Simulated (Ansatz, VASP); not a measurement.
## Two plane-wave programs on Au

```
Au
1.0
     0.00000    2.07895    2.07895
     2.07895    0.00000    2.07895
     2.07895    2.07895    0.00000
Au
1
Cartesian
  0.0000 0.0000 0.0000
```

Alike in both runs: functional PBE; k mesh 18 × 18 × 18; occupations gaussian, width 0.1 eV; no spin polarisation.

Ansatz relaxed the structure, and its values are those at the end. VASP's run is a single point on that final structure, the one shown.

```csv
,VASP,Ansatz
version,VASP 6.6.1,Ansatz 0.2.0
potentials or method,"VASP PAW PBE potentials, release 64 (Au), cutoff 520 eV","scalar-relativistic, plane waves, PAW"
valence electrons in the cell,11,19
```

|  | VASP | Ansatz | Ansatz less VASP |
| --- | --- | --- | --- |
| gap on the k mesh at the Fermi level (eV) | none | none | - |
| pressure (GPa) | -0.2 | 0.0 | +0.24 |

A gap of «none» marks a metal or a gap that the smearing closes. The functional is the same, so the differences come from potentials, cutoffs and numerics. VASP's potentials hold 11 valence electrons a cell and Ansatz's 19, so a difference there can come from the potentials and not from the codes.

Neither program's run includes spin-orbit coupling.
